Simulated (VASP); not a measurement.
# KF (Fm-3m) in VASP: single point with PBE

Aim: the single point of KF with PBE.

Everything below comes from runs of VASP 6.6.1. Logs are shortened: lines on timing, memory, paths and dates and some standing lists are left out, and cuts for length are marked.

### Step 1. The cell of the first run

Symmetry: Fm-3m, No. 225, cubic system. The conventional cell has a = 5.228 Å, b = 5.228 Å, c = 5.228 Å, α = 90.00°, β = 90.00°, γ = 90.00°. K (site symmetry m-3m) has 6 F at 2.61 Å within 3.4 Å. Within 3.4 Å of F (site symmetry m-3m) lie 6 K at 2.61 Å.

### Step 2. Single point, PBE (volume changed by -5%)

Input file INCAR:

```
SYSTEM = KF
ALGO     = Normal         ! electronic algorithm
EDIFF    = 1E-6           ! SCF threshold, eV
ENCUT    = 600            ! plane-wave cutoff, eV
GGA      = PE             ! functional
GGA_COMPAT= .FALSE.      
ISIF     = 2              ! what is computed and relaxed
ISMEAR   = 0              ! smearing method
LASPH    = .TRUE.         ! aspherical terms in the spheres
LCHARG   = .FALSE.        ! write CHGCAR
LREAL    = .FALSE.        ! projectors in reciprocal space
LWAVE    = .FALSE.        ! write WAVECAR
NBANDS   = 15             ! bands
NELM     = 120            ! most SCF steps
PREC     = Accurate       ! precision mode
SIGMA    = 0.01           ! smearing width, eV
```

Input file KPOINTS:

```
k-points
0
G
  6 6 6
  0 0 0
```

Input file POSCAR:

```
KF
1.0
    0.0000000000      2.6138847393      2.6138847393
    2.6138847393      0.0000000000      2.6138847393
    2.6138847393      2.6138847393      0.0000000000
K F
1 1
Direct
    0.0000000000      0.0000000000      0.0000000000
    0.5000000000      0.5000000000      0.5000000000
```

Potentials or basis: VASP PAW PBE potentials, release 64 (K_sv, F).

Run with:

```
cat potpaw_PBE.64/K_sv/POTCAR potpaw_PBE.64/F/POTCAR > POTCAR
mpirun -np 1 vasp_std > vasp.out
```

OUTCAR:

```text
SYSTEM = KF
   EDIFF = 1E-6
   ENCUT = 600
   GGA = PE
   ISIF = 2
   ISMEAR = 0
   LASPH = .TRUE.
   LREAL = .FALSE.
   NELM = 120
   PREC = Accurate

 ion  position               nearest neighbor table
   1  0.000  0.000  0.000-   2 2.61   2 2.61   2 2.61   2 2.61   2 2.61   2 2.61
   2  0.500  0.500  0.500-   1 2.61   1 2.61   1 2.61   1 2.61   1 2.61   1 2.61

  LATTYP: Found a face centered cubic cell.
 ALAT       =     5.2277694786

  Lattice vectors:

 A1 = (   0.0000000000,   2.6138847393,   2.6138847393)
 A2 = (   2.6138847393,   0.0000000000,   2.6138847393)
 A3 = (   2.6138847393,   2.6138847393,   0.0000000000)

Analysis of symmetry for initial positions (statically):
=====================================================================
 Subroutine PRICEL returns:
 Original cell was already a primitive cell.

 Routine SETGRP: Setting up the symmetry group for a
 face centered cubic supercell.

 Subroutine GETGRP returns: Found 48 space group operations
 (whereof 48 operations were pure point group operations)
 out of a pool of 48 trial point group operations.

The static configuration has the point symmetry O_h .

Analysis of symmetry for dynamics (positions and initial velocities):
=====================================================================
 Subroutine PRICEL returns:
 Original cell was already a primitive cell.

 Routine SETGRP: Setting up the symmetry group for a
 face centered cubic supercell.

 Subroutine GETGRP returns: Found 48 space group operations
 (whereof 48 operations were pure point group operations)
 out of a pool of 48 trial point group operations.

The dynamic configuration has the point symmetry O_h .

 Subroutine INISYM returns: Found 48 space group operations
 (whereof 48 operations are pure point group operations),
 and found     1 'primitive' translations

----------------------------------------------------------------------------------------

                                     Primitive cell

  volume of cell :      35.7182

  direct lattice vectors                    reciprocal lattice vectors
     0.000000000  2.613884739  2.613884739    -0.191286170  0.191286170  0.191286170
     2.613884739  0.000000000  2.613884739     0.191286170 -0.191286170  0.191286170
     2.613884739  2.613884739  0.000000000     0.191286170  0.191286170 -0.191286170

  length of vectors
[... 82 lines left out ...]
   TEBEG  =    0.0;   TEEND  =   0.0 temperature during run
   PSTRESS=    0.0 pullay stress
   NELECT =      16.0000    total number of electrons
   NUPDOWN=      -1.0000    fix difference up-down
   EMIN   =  10.00;   EMAX   =-10.00  energy-range for DOS
   EFERMI =   0.00;   METHOD = LEGACY
   ISMEAR =     0;   SIGMA  =   0.01  broadening in eV -4-tet -1-fermi 0-gaus
   EFERMI_NEDOS =   21; number of points for ismear=-14 and -15
   IALGO  =     38    algorithm
   IMIX   =      4    mixing-type and parameters
     AMIX     =   0.40;   BMIX     =  1.00
     AMIX_MAG =   1.60;   BMIX_MAG =  1.00
  volume/ion in A,a.u.               =      17.86       120.52
  Fermi-wavevector in a.u.,A,eV,Ry     =   1.252617  2.367103 21.348221  1.569050
  Thomas-Fermi vector in A             =   2.386509
   LORBIT       =      0    0 simple, 1 ext, 2 COOP (PROOUT), +10 PAW based schemes
   GGA     = PE    functional components
   LHFCALC =     F    Hartree Fock is set to
   AEXX    =    0.0000 exact exchange contribution
   IVDW    =     0    specifies the selected vdW correction
   LEPSILON=     F    determine dielectric tensor
   LRPA    =     F    only Hartree local field effects (RPA)
 non-spin polarized calculation
 Gauss-broadening in eV      SIGMA  =   0.01
  energy-cutoff  :      600.00
  volume of cell :       35.72
 maximum number of plane-waves:      1243
 NGX is ok and might be reduce to    30
   NGX = 15   NGY = 15   NGZ = 15

 number of electron      16.0000009 magnetization

 Free energy of the ion-electron system (eV)
  ---------------------------------------------------
  ext. energy  EPLUGINS =         0.00000000
  ---------------------------------------------------
  free energy    TOTEN  =        -8.24756926 eV

  energy without entropy =       -8.24756926  energy(sigma->0) =       -8.24756926

 E-fermi :  -2.4788     XC(G=0):  -8.7070

 val. band max:       -2.6196189732   @ k =   0.0000   0.0000   0.0000
 cond. band min:       3.9065332652   @ k =   0.0000   0.0000   0.0000
 fundamental gap:      6.5261522384
 Fermi energy:        -2.4788270851

 k-point     1 :       0.0000    0.0000    0.0000
  band No.  band energies     occupation
      1     -28.5815      2.00000
      2     -21.3115      2.00000
      3     -11.7777      2.00000
      4     -11.7777      2.00000
      5     -11.7777      2.00000
      6      -2.6196      2.00000
      7      -2.6196      2.00000
      8      -2.6196      2.00000
      9       3.9065      0.00000
     10       8.2405      0.00000
     11       8.2405      0.00000
     12       8.2405      0.00000
     13      10.0029      0.00000
     14      10.0029      0.00000
[... 257 lines left out ...]
      2     -21.3717      2.00000
      3     -12.3588      2.00000
      4     -12.1457      2.00000
      5     -11.9150      2.00000
      6      -2.9736      2.00000
      7      -2.7832      2.00000
      8      -2.7203      2.00000
      9       6.4561      0.00000
     10       8.3394      0.00000
     11       8.7065      0.00000
     12      11.3376      0.00000
     13      12.0312      0.00000
     14      13.1539      0.00000
     15      13.2980      0.00000

------------------------ aborting loop because EDIFF is reached ----------------------------------------

  FORCE on cell =-STRESS in cart. coord.  units (eV):
  Direction    XX          YY          ZZ          XY          YZ          ZX
  --------------------------------------------------------------------------------------
  -------------------------------------------------------------------------------------
  Total        0.9297052      0.9297052      0.9297052      0.0000000      0.0000000      0.0000000
  in kB       41.7029274     41.7029274     41.7029274      0.0000000      0.0000000      0.0000000
  external PRESSURE =      41.7029274 kB  Pullay stress =       0.0000000 kB

 VOLUME and BASIS-vectors are now :
 -----------------------------------------------------------------------------
  energy-cutoff  :      600.00
  volume of cell :       35.72
      direct lattice vectors                 reciprocal lattice vectors
     0.000000000  2.613884739  2.613884739    -0.191286170  0.191286170  0.191286170
     2.613884739  0.000000000  2.613884739     0.191286170 -0.191286170  0.191286170
     2.613884739  2.613884739  0.000000000     0.191286170  0.191286170 -0.191286170

 POSITION                                       TOTAL-FORCE (eV/Angst)
 -----------------------------------------------------------------------------------
      0.00000      0.00000      0.00000         0.000000      0.000000      0.000000
      2.61388      2.61388      2.61388        -0.000000     -0.000000     -0.000000
 -----------------------------------------------------------------------------------
    total drift:                                0.000000      0.000000      0.000000

  FREE ENERGIE OF THE ION-ELECTRON SYSTEM (eV)
  ---------------------------------------------------
  free  energy   TOTEN  =        -8.2475692587 eV

  energy  without entropy=       -8.2475692587  energy(sigma->0) =       -8.24756926
```

Run time: 22 s. Hardware: 1 thread of Intel Xeon 8259CL, shared host; peak memory 0.16 GiB.

Results:

```yaml
Free_energy: -8.2476 eV
Pressure: 4.2 GPa
Band_gap_on_the_k_mesh: 6.53 eV, direct
```
